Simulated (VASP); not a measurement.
# Sb2Au (Fm-3m) in VASP: notebook

The runs below take Sb2Au through single point, with LDA.

Everything below comes from runs of VASP 6.6.1. Logs are shortened: lines on timing, memory, paths and dates and some standing lists are left out, and cuts for length are marked.

**1. The cell of the first run**

It takes space group Fm-3m (No. 225, cubic). The conventional cell has a = 6.566 Å, b = 6.566 Å, c = 6.566 Å, α = 90.00°, β = 90.00°, γ = 90.00°. Sb (site symmetry -43m) has 4 Au at 2.84 Å and 6 Sb at 3.28 Å within 3.7 Å. Au (site symmetry m-3m) has 8 Sb at 2.84 Å within 3.7 Å.

**2. Single point, LDA (23.59 Å³/atom)**

Contents of INCAR:

```
PREC = Accurate ; ENCUT = 520
EDIFF = 1E-6 ; ISMEAR = -1
SIGMA = 0.08 ; LREAL = False
LASPH = True ; NELM = 60
ALGO = Normal ; ISIF = 2
LWAVE = False ; LCHARG = False
GGA = CA ; NBANDS = 18
```

Contents of KPOINTS:

```
Automatic mesh
0
Gamma
  9 9 9
```

Contents of POSCAR:

```
Sb2Au
1.0
    0.0000000000      3.2830215134      3.2830215134
    3.2830215134      0.0000000000      3.2830215134
    3.2830215134      3.2830215134      0.0000000000
Sb Au
2 1
Direct
    0.2500000000      0.2500000000      0.2500000000
    0.7500000000      0.7500000000      0.7500000000
    0.0000000000      0.0000000000      0.0000000000
```

Potentials or basis: VASP PAW LDA potentials, release 64 (Sb, Au).

On the command line:

```bash
> cat potpaw_LDA.64/Sb/POTCAR potpaw_LDA.64/Au/POTCAR > POTCAR
> mpirun -np 1 vasp_std > vasp.out
```

OUTCAR:

```text
PREC = Accurate
   ENCUT = 520
   EDIFF = 1E-6
   ISMEAR = -1
   LREAL = False
   LASPH = True
   NELM = 60
   ISIF = 2
   GGA = CA

 ion  position               nearest neighbor table
   1  0.250  0.250  0.250-   3 2.84   3 2.84   3 2.84   3 2.84   2 3.28   2 3.28   2 3.28   2 3.28
                             2 3.28   2 3.28
   2  0.750  0.750  0.750-   3 2.84   3 2.84   3 2.84   3 2.84   1 3.28   1 3.28   1 3.28   1 3.28
                             1 3.28   1 3.28
   3  0.000  0.000  0.000-   1 2.84   2 2.84   2 2.84   2 2.84   2 2.84   1 2.84   1 2.84   1 2.84

  LATTYP: Found a face centered cubic cell.
 ALAT       =     6.5660430268

  Lattice vectors:

 A1 = (   0.0000000000,   3.2830215134,   3.2830215134)
 A2 = (   3.2830215134,   0.0000000000,   3.2830215134)
 A3 = (   3.2830215134,   3.2830215134,   0.0000000000)

Analysis of symmetry for initial positions (statically):
=====================================================================
 Subroutine PRICEL returns:
 Original cell was already a primitive cell.

 Routine SETGRP: Setting up the symmetry group for a
 face centered cubic supercell.

 Subroutine GETGRP returns: Found 48 space group operations
 (whereof 48 operations were pure point group operations)
 out of a pool of 48 trial point group operations.

The static configuration has the point symmetry O_h .

Analysis of symmetry for dynamics (positions and initial velocities):
=====================================================================
 Subroutine PRICEL returns:
 Original cell was already a primitive cell.

 Routine SETGRP: Setting up the symmetry group for a
 face centered cubic supercell.

 Subroutine GETGRP returns: Found 48 space group operations
 (whereof 48 operations were pure point group operations)
 out of a pool of 48 trial point group operations.

The dynamic configuration has the point symmetry O_h .

 Subroutine INISYM returns: Found 48 space group operations
 (whereof 48 operations are pure point group operations),
 and found     1 'primitive' translations

----------------------------------------------------------------------------------------

                                     Primitive cell

  volume of cell :      70.7703

  direct lattice vectors                    reciprocal lattice vectors
     0.000000000  3.283021513  3.283021513    -0.152298728  0.152298728  0.152298728
     3.283021513  0.000000000  3.283021513     0.152298728 -0.152298728  0.152298728
     3.283021513  3.283021513  0.000000000     0.152298728  0.152298728 -0.152298728

  length of vectors
     4.642893550  4.642893550  4.642893550     0.263789135  0.263789135  0.263789135

  position of ions in fractional coordinates (direct lattice)
     0.250000000  0.250000000  0.250000000
     0.750000000  0.750000000  0.750000000
     0.000000000  0.000000000  0.000000000

  ion indices of the primitive-cell ions
   primitive index   ion index
                 1           1
                 2           2
                 3           3

----------------------------------------------------------------------------------------

 KPOINTS: Automatic mesh

Automatic generation of k-mesh.
 Grid dimensions read from file:
 generate k-points for:    9    9    9

 Generating k-lattice:

  Cartesian coordinates                     Fractional coordinates (reciprocal lattice)
    -0.016922081  0.016922081  0.016922081     0.111111111  0.000000000  0.000000000
     0.016922081 -0.016922081  0.016922081     0.000000000  0.111111111  0.000000000
     0.016922081  0.016922081 -0.016922081     0.000000000  0.000000000  0.111111111

  Length of vectors
     0.029309904  0.029309904  0.029309904

  Shift w.r.t. Gamma in fractional coordinates (k-lattice)
     0.000000000  0.000000000  0.000000000

 Subroutine IBZKPT returns following result:
 ===========================================

 Found     35 irreducible k-points:

 Following reciprocal coordinates:
            Coordinates               Weight
  0.000000  0.000000  0.000000      1.000000
  0.111111  0.000000  0.000000      8.000000
  0.222222  0.000000  0.000000      8.000000
  0.333333  0.000000  0.000000      8.000000
  0.444444  0.000000  0.000000      8.000000
  0.111111  0.111111  0.000000      6.000000
[... 16 lines left out ...]
 -0.333333  0.333333  0.000000     12.000000
  0.444444  0.444444  0.000000      6.000000
 [... further k-points ...]
   k-points           NKPTS =     35   k-points in BZ     NKDIM =     35   number of bands    NBANDS=     18
   number of dos      NEDOS =    301   number of ions     NIONS =      3
   total plane-waves  NPLWV =  46656
   dimension x,y,z NGX =    36 NGY =   36 NGZ =   36
   dimension x,y,z NGXF=    72 NGYF=   72 NGZF=   72
   ions per type =               2   1
   NGX,Y,Z   is equivalent  to a cutoff of  12.89, 12.89, 12.89 a.u.
   NGXF,Y,Z  is equivalent  to a cutoff of  25.78, 25.78, 25.78 a.u.
 SYSTEM =  unknown system
   PREC   = accura    normal or accurate (medium, high low for compatibility)
   ISTART =      0    job   : 0-new  1-cont  2-samecut
   ICHARG =      2    charge: 1-file 2-atom 10-const
   ISPIN  =      1    spin polarized calculation?
   LNONCOLLINEAR =      F non collinear calculations
   LSORBIT =      F    spin-orbit coupling
   LASPH  =      T    aspherical Exc in radial PAW
   ENCUT  =  520.0 eV  38.22 Ry    6.18 a.u.   8.63  8.63  8.63*2*pi/ulx,y,z
   NELM   =     60;   NELMIN=  2; NELMDL= -5     # of ELM steps
   EDIFF  = 0.1E-05   stopping-criterion for ELM
   LREAL  =      F    real-space projection
   EDIFFG = 0.1E-04   stopping-criterion for IOM
   NSW    =      0    number of steps for IOM
   IBRION =     -1    ionic relax: 0-MD 1-quasi-New 2-CG
   NFREE  =      0    steps in history (QN), initial steepest desc. (CG)
   ISIF   =      2    stress and relaxation
   ISYM   =      2    0-nonsym 1-usesym 2-fastsym
   POTIM  = 0.5000    time-step for ionic-motion
   TEBEG  =    0.0;   TEEND  =   0.0 temperature during run
   PSTRESS=    0.0 pullay stress
   NELECT =      21.0000    total number of electrons
   NUPDOWN=      -1.0000    fix difference up-down
   EMIN   =  10.00;   EMAX   =-10.00  energy-range for DOS
   EFERMI =   0.00;   METHOD = LEGACY
   ISMEAR =    -1;   SIGMA  =   0.08  broadening in eV -4-tet -1-fermi 0-gaus
   EFERMI_NEDOS =   21; number of points for ismear=-14 and -15
   IALGO  =     38    algorithm
   IMIX   =      4    mixing-type and parameters
     AMIX     =   0.40;   BMIX     =  1.00
     AMIX_MAG =   1.60;   BMIX_MAG =  1.00
  volume/ion in A,a.u.               =      23.59       159.19
  Fermi-wavevector in a.u.,A,eV,Ry     =   1.091937  2.063462 16.222582  1.192326
  Thomas-Fermi vector in A             =   2.228192
   LORBIT       =      0    0 simple, 1 ext, 2 COOP (PROOUT), +10 PAW based schemes
   GGA     = CA    functional components
   LHFCALC =     F    Hartree Fock is set to
   AEXX    =    0.0000 exact exchange contribution
   IVDW    =     0    specifies the selected vdW correction
   LEPSILON=     F    determine dielectric tensor
   LRPA    =     F    only Hartree local field effects (RPA)
 non-spin polarized calculation
  energy-cutoff  :      520.00
  volume of cell :       70.77
 maximum number of plane-waves:      1932
   NGX = 17   NGY = 17   NGZ = 17

 number of electron      20.9999999 magnetization

 Free energy of the ion-electron system (eV)
  ---------------------------------------------------
  ext. energy  EPLUGINS =         0.00000000
  ---------------------------------------------------
  free energy    TOTEN  =       -13.76268733 eV

  energy without entropy =      -13.73779014  energy(sigma->0) =      -13.75023874

 E-fermi :   9.2628     XC(G=0): -10.8400

 val. band max:        9.1817511496   @ k =  -0.1111   0.1111   0.0000
 cond. band min:       9.2958116782   @ k =   0.1111   0.1111   0.0000
 fundamental gap:      0.1140605286
 Fermi energy:         9.2628486152

 k-point     1 :       0.0000    0.0000    0.0000
  band No.  band energies     occupation
      1      -4.1266      2.00000
      2       2.3033      2.00000
      3       2.3033      2.00000
      4       2.3033      2.00000
      5       2.5194      2.00000
      6       3.6711      2.00000
[... 10 lines left out ...]
     17      11.7848      0.00000
     18      15.1549      0.00000

 k-point     2 :       0.1111    0.0000    0.0000
  band No.  band energies     occupation
      1      -3.9980      2.00000
      2       1.4013      2.00000
      3       2.3539      2.00000
      4       2.3539      2.00000
      5       3.4499      2.00000
      6       3.6519      2.00000
[... 10 lines left out ...]
     17      12.9838      0.00000
     18      15.7726      0.00000

 k-point     3 :       0.2222    0.0000    0.0000
  band No.  band energies     occupation
      1      -3.6208      2.00000
      2       0.4812      2.00000
      3       2.4817      2.00000
      4       2.4817      2.00000
      5       3.6205      2.00000
      6       3.6205      2.00000
[... 10 lines left out ...]
     17      15.4642      0.00000
     18      17.1627      0.00000

 k-point     4 :       0.3333    0.0000    0.0000
  band No.  band energies     occupation
      1      -3.0282      2.00000
      2      -0.3805      2.00000
      3       2.6176      2.00000
      4       2.6176      2.00000
      5       3.6335      2.00000
      6       3.6335      2.00000
[... 10 lines left out ...]
     17      17.2590      0.00000
     18      18.4550      0.00000

 k-point     5 :       0.4444    0.0000    0.0000
  band No.  band energies     occupation
      1      -2.3257      2.00000
      2      -1.1803      2.00000
      3       2.6907      2.00000
      4       2.6907      2.00000
      5       3.3992      2.00000
      6       3.6909      2.00000
[... 10 lines left out ...]
     17      15.9180      0.00000
     18      18.2494      0.00000

 k-point     6 :       0.1111    0.1111    0.0000
  band No.  band energies     occupation
      1      -3.9549      2.00000
      2       1.2804      2.00000
      3       2.3606      2.00000
      4       2.3606      2.00000
      5       3.5974      2.00000
      6       3.6132      2.00000
[... 10 lines left out ...]
     17      12.6637      0.00000
     18      15.7185      0.00000

 k-point     7 :       0.2222    0.1111    0.0000
  band No.  band energies     occupation
      1      -3.6600      2.00000
      2       0.6128      2.00000
      3       2.4596      2.00000
      4       2.4694      2.00000
      5       3.5140      2.00000
      6       3.6877      2.00000
[... 10 lines left out ...]
     17      14.5455      0.00000
     18      16.2286      0.00000

 k-point     8 :       0.3333    0.1111    0.0000
  band No.  band energies     occupation
      1      -3.1372      2.00000
      2      -0.1465      2.00000
      3       2.6000      2.00000
      4       2.6089      2.00000
      5       3.4724      2.00000
      6       3.6974      2.00000
[... 10 lines left out ...]
     17      16.6184      0.00000
     18      17.2612      0.00000
[... 229 lines left out ...]
     17      16.4073      0.00000
     18      16.8166      0.00000

 k-point    20 :       0.3333    0.3333    0.0000
  band No.  band energies     occupation
      1      -2.6655      2.00000
      2      -0.2459      2.00000
      3       2.5909      2.00000
      4       2.8547      2.00000
      5       2.8547      2.00000
      6       3.7601      2.00000
[... 10 lines left out ...]
     17      16.2817      0.00000
     18      16.2817      0.00000

 k-point    21 :       0.4444    0.3333    0.0000
  band No.  band energies     occupation
      1      -2.1599      2.00000
      2      -0.5384      2.00000
      3       2.0437      2.00000
      4       3.0360      2.00000
      5       3.0690      2.00000
      6       3.7482      2.00000
[... 10 lines left out ...]
     17      16.9730      0.00000
     18      17.2505      0.00000

 k-point    22 :      -0.4444    0.3333    0.0000
  band No.  band energies     occupation
      1      -1.6252      2.00000
      2      -0.9562      2.00000
      3       1.7697      2.00000
      4       3.0263      2.00000
      5       3.1537      2.00000
      6       3.5339      2.00000
[... 10 lines left out ...]
     17      17.7390      0.00000
     18      17.7762      0.00000

 k-point    23 :      -0.3333    0.3333    0.0000
  band No.  band energies     occupation
      1      -1.5413      2.00000
      2      -1.2131      2.00000
      3       2.0623      2.00000
      4       2.8026      2.00000
      5       3.1339      2.00000
      6       3.4338      2.00000
[... 10 lines left out ...]
     17      17.0107      0.00000
     18      19.0463      0.00000

 k-point    24 :       0.4444    0.4444    0.0000
  band No.  band energies     occupation
      1      -1.8392      2.00000
      2      -0.5608      2.00000
      3       1.4582      2.00000
      4       3.2482      2.00000
      5       3.2482      2.00000
      6       3.7867      2.00000
[... 10 lines left out ...]
     17      17.4078      0.00000
     18      17.4078      0.00000

 [... further k-points ...]

------------------------ aborting loop because EDIFF is reached ----------------------------------------

  FORCE on cell =-STRESS in cart. coord.  units (eV):
  Direction    XX          YY          ZZ          XY          YZ          ZX
  --------------------------------------------------------------------------------------
  -------------------------------------------------------------------------------------
  Total        3.4691360      3.4691360      3.4691360     -0.0000000     -0.0000000      0.0000000
  in kB       78.5381605     78.5381605     78.5381605     -0.0000000     -0.0000000      0.0000000
  external PRESSURE =      78.5381605 kB  Pullay stress =       0.0000000 kB

 VOLUME and BASIS-vectors are now :
 -----------------------------------------------------------------------------
  energy-cutoff  :      520.00
  volume of cell :       70.77
      direct lattice vectors                 reciprocal lattice vectors
     0.000000000  3.283021513  3.283021513    -0.152298728  0.152298728  0.152298728
     3.283021513  0.000000000  3.283021513     0.152298728 -0.152298728  0.152298728
     3.283021513  3.283021513  0.000000000     0.152298728  0.152298728 -0.152298728

 POSITION                                       TOTAL-FORCE (eV/Angst)
 -----------------------------------------------------------------------------------
      1.64151      1.64151      1.64151        -0.000000     -0.000000     -0.000000
      4.92453      4.92453      4.92453         0.000000      0.000000      0.000000
      0.00000      0.00000      0.00000         0.000000      0.000000     -0.000000
 -----------------------------------------------------------------------------------
    total drift:                               -0.000000      0.000000      0.000000

  FREE ENERGIE OF THE ION-ELECTRON SYSTEM (eV)
  ---------------------------------------------------
  free  energy   TOTEN  =       -13.7626873345 eV

  energy  without entropy=      -13.7377901440  energy(sigma->0) =      -13.75023874
```

Wall time 33 s (1 thread of Intel Xeon Platinum 8259CL at 2.50GHz (Skylake/Cascade Lake), shared host); peak memory 0.2 GiB.

Results:

```yaml
Free_energy: -13.7627 eV
Pressure: 7.9 GPa
Band_gap_on_the_k_mesh: zero (an odd number of electrons rules out a gap without spin polarisation)
```

Caveat: the cell stands under pressure; spin-orbit coupling is left out, which moves the levels of the heavy elements.

(Continued in part 2 of 2.)
